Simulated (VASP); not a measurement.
# LiCl (P1) in VASP: single point with PBE

Aim: the single point of LiCl with PBE.

All numbers are computed with VASP 6.6.1; they aren't measurements. Logs are shortened: lines on timing, memory, paths and dates and some standing lists are left out, and cuts for length are marked.

### 1 The cell of the first run

The typed cell holds 4 atoms: a = 4.057 Å, b = 4.069 Å, c = 6.674 Å, α = 88.01°, β = 90.17°, γ = 119.73°.

### 2 Single point, PBE (atoms moved at random and the cell strained at random)

INCAR

```
SYSTEM = LiCl
ALGO = Normal
EDIFF = 1E-7
ENCUT = 520
GGA = PE
ISIF = 2
ISMEAR = 0
LASPH = .True.
LCHARG = .False.
LREAL = .False.
LWAVE = .False.
NBANDS = 18
NELM = 100
PREC = Accurate
SIGMA = 0.02
```

KPOINTS

```
k-points
0
Gamma
  9 9 4
  0 0 0
```

POSCAR

```
LiCl
1.0
    4.0568367481      0.0062405627     -0.0060835674
   -2.0230138883      3.5294080211      0.0710227377
   -0.0098535996      0.1271432200      6.6730483301
Li Cl
2 2
Direct
    0.7233361611      0.3406971572      0.8471173072
    0.3683203726      0.6510534734      0.3993465963
    0.6376172978      0.3510941870      0.4794359659
    0.2707261685      0.6571551824      1.0241021306
```

Potentials or basis: VASP PAW PBE potentials, release 64 (Li_sv, Cl).

Started as:

```sh
$ cat potpaw_PBE.64/Li_sv/POTCAR potpaw_PBE.64/Cl/POTCAR > POTCAR
$ mpirun -np 1 vasp_std > vasp.out
```

OUTCAR:

```text
SYSTEM = LiCl
   EDIFF = 1E-7
   ENCUT = 520
   GGA = PE
   ISIF = 2
   ISMEAR = 0
   LASPH = .True.
   LREAL = .False.
   NELM = 100
   PREC = Accurate

 ion  position               nearest neighbor table
   1  0.723  0.341  0.847-   4 2.29   3 2.48
   2  0.368  0.651  0.399-   3 2.06   4 2.54   3 2.57   3 2.63
   3  0.638  0.351  0.479-   2 2.06   1 2.48   2 2.57   2 2.63
   4  0.271  0.657  0.024-   1 2.29   2 2.54

  LATTYP: Found a triclinic cell.
 ALAT       =     4.0687037740
 B/A-ratio  =     0.9970856407
 C/A-ratio  =     1.6403914146
 COS(alpha) =     0.0029463564
 COS(beta)  =     0.0347115120
 COS(gamma) =     0.4959040080

  Lattice vectors:

 A1 = (  -2.0230138883,   3.5294080211,   0.0710227377)
 A2 = (  -4.0568367481,  -0.0062405627,   0.0060835674)
 A3 = (  -0.0098535996,   0.1271432200,   6.6730483301)

Analysis of symmetry for initial positions (statically):
=====================================================================
 Subroutine PRICEL returns:
 Original cell was already a primitive cell.

 Routine SETGRP: Setting up the symmetry group for a
 triclinic supercell.

 Subroutine GETGRP returns: Found  1 space group operations
 (whereof  1 operations were pure point group operations)
 out of a pool of  2 trial point group operations.

The static configuration has the point symmetry C_1 .

Analysis of symmetry for dynamics (positions and initial velocities):
=====================================================================
 Subroutine PRICEL returns:
 Original cell was already a primitive cell.

 Routine SETGRP: Setting up the symmetry group for a
 triclinic supercell.

 Subroutine GETGRP returns: Found  1 space group operations
 (whereof  1 operations were pure point group operations)
 out of a pool of  2 trial point group operations.

The dynamic configuration has the point symmetry C_1 .

 Subroutine INISYM returns: Found  1 space group operations
 (whereof  1 operations are pure point group operations),
 and found     1 'primitive' translations

----------------------------------------------------------------------------------------

                                     Primitive cell

[... 90 lines left out ...]
   LSORBIT =      F    spin-orbit coupling
   LASPH  =      T    aspherical Exc in radial PAW
   ENCUT  =  520.0 eV  38.22 Ry    6.18 a.u.   7.54  7.57 12.41*2*pi/ulx,y,z
   NELM   =    100;   NELMIN=  2; NELMDL= -5     # of ELM steps
   EDIFF  = 0.1E-06   stopping-criterion for ELM
   LREAL  =      F    real-space projection
   EDIFFG = 0.1E-05   stopping-criterion for IOM
   NSW    =      0    number of steps for IOM
   IBRION =     -1    ionic relax: 0-MD 1-quasi-New 2-CG
   NFREE  =      0    steps in history (QN), initial steepest desc. (CG)
   ISIF   =      2    stress and relaxation
   ISYM   =      2    0-nonsym 1-usesym 2-fastsym
   POTIM  = 0.5000    time-step for ionic-motion
   TEBEG  =    0.0;   TEEND  =   0.0 temperature during run
   PSTRESS=    0.0 pullay stress
   NELECT =      20.0000    total number of electrons
   NUPDOWN=      -1.0000    fix difference up-down
   EMIN   =  10.00;   EMAX   =-10.00  energy-range for DOS
   EFERMI =   0.00;   METHOD = LEGACY
   ISMEAR =     0;   SIGMA  =   0.02  broadening in eV -4-tet -1-fermi 0-gaus
   EFERMI_NEDOS =   21; number of points for ismear=-14 and -15
   IALGO  =     38    algorithm
   IMIX   =      4    mixing-type and parameters
     AMIX     =   0.40;   BMIX     =  1.00
     AMIX_MAG =   1.60;   BMIX_MAG =  1.00
  volume/ion in A,a.u.               =      23.90       161.28
  Fermi-wavevector in a.u.,A,eV,Ry     =   0.971865  1.836559 12.851006  0.944522
  Thomas-Fermi vector in A             =   2.102117
   LORBIT       =      0    0 simple, 1 ext, 2 COOP (PROOUT), +10 PAW based schemes
   GGA     = PE    functional components
   LHFCALC =     F    Hartree Fock is set to
   AEXX    =    0.0000 exact exchange contribution
   IVDW    =     0    specifies the selected vdW correction
   LEPSILON=     F    determine dielectric tensor
   LRPA    =     F    only Hartree local field effects (RPA)
 non-spin polarized calculation
 Gauss-broadening in eV      SIGMA  =   0.02
  energy-cutoff  :      520.00
  volume of cell :       95.60
 maximum number of plane-waves:      2597
 NGX is ok and might be reduce to    30
   NGX = 15   NGY = 15   NGZ = 25

 number of electron      20.0000000 magnetization

 Free energy of the ion-electron system (eV)
  ---------------------------------------------------
  ext. energy  EPLUGINS =         0.00000000
  ---------------------------------------------------
  free energy    TOTEN  =       -14.34361101 eV

  energy without entropy =      -14.34361101  energy(sigma->0) =      -14.34361101

 E-fermi :  -1.2219     XC(G=0):  -7.1038

 val. band max:       -1.3317048842   @ k =   0.0000   0.0000   0.0000
 cond. band min:       3.4152885644   @ k =   0.0000   0.0000   0.0000
 fundamental gap:      4.7469934487
 Fermi energy:        -1.2218563010

 k-point     1 :       0.0000    0.0000    0.0000
  band No.  band energies     occupation
      1     -45.3645      2.00000
      2     -45.1462      2.00000
      3     -14.7147      2.00000
      4     -13.8336      2.00000
      5      -3.6320      2.00000
      6      -2.8520      2.00000
[... 481 lines left out ...]
      5      -3.4526      2.00000
      6      -3.2439      2.00000
[... 10 lines left out ...]
     17       9.5411      0.00000
     18       9.8477      0.00000

 [... further k-points ...]

------------------------ aborting loop because EDIFF is reached ----------------------------------------

  FORCE on cell =-STRESS in cart. coord.  units (eV):
  Direction    XX          YY          ZZ          XY          YZ          ZX
  --------------------------------------------------------------------------------------
  -------------------------------------------------------------------------------------
  Total        0.6976101     -0.6458477     -1.6049681     -0.9977813     -0.2723758      0.5481524
  in kB       11.6919569    -10.8244169    -26.8992902    -16.7228310     -4.5650224      9.1870422
  external PRESSURE =      -8.6772501 kB  Pullay stress =       0.0000000 kB

 VOLUME and BASIS-vectors are now :
 -----------------------------------------------------------------------------
  energy-cutoff  :      520.00
  volume of cell :       95.60
      direct lattice vectors                 reciprocal lattice vectors
     4.056836748  0.006240563 -0.006083567     0.246276762  0.141209677 -0.002326844
    -2.023013888  3.529408021  0.071022738    -0.000443715  0.283187892 -0.005396303
    -0.009853600  0.127143220  6.673048330     0.000229244 -0.002885296  0.149911863

 POSITION                                       TOTAL-FORCE (eV/Angst)
 -----------------------------------------------------------------------------------
      2.23687      1.31468      5.67265        -0.313928     -0.198090      0.332996
      0.17319      2.35091      2.70886        -1.202592      0.679134     -0.693942
      1.87172      1.30409      3.22036         1.204874     -0.700135      0.762873
     -0.23138      2.32412      0.20586         0.311646      0.219091     -0.401927
 -----------------------------------------------------------------------------------
    total drift:                               -0.000125     -0.000094     -0.000102

  FREE ENERGIE OF THE ION-ELECTRON SYSTEM (eV)
  ---------------------------------------------------
  free  energy   TOTEN  =       -14.3436110126 eV

  energy  without entropy=      -14.3436110126  energy(sigma->0) =      -14.34361101
```

Run time: 2.5 min. Hardware: 1 thread of Intel Xeon Platinum 8488C (Sapphire Rapids), shared host; peak memory 0.34 GiB.

What came out:

- Free energy: -14.3436 eV
- Largest force: 1.589 eV/Å
- Band gap on the k mesh: 4.75 eV

Forces on the atoms (eV/Å):
```
Li  -0.314 -0.198  0.333
Li  -1.203  0.679 -0.694
Cl   1.205 -0.700  0.763
Cl   0.312  0.219 -0.402
```

Caveat: the cell differs from its parent crystal (atoms moved at random and the cell strained at random); the cutoff is under 1.25 times the usual one of these potentials, so pressure, stress and relaxed cells hold a basis-set (Pulay) error; forces of over 1 eV/Å act on the atoms, so gaps and moduli don't describe the material at rest. A k mesh can miss the band edges.
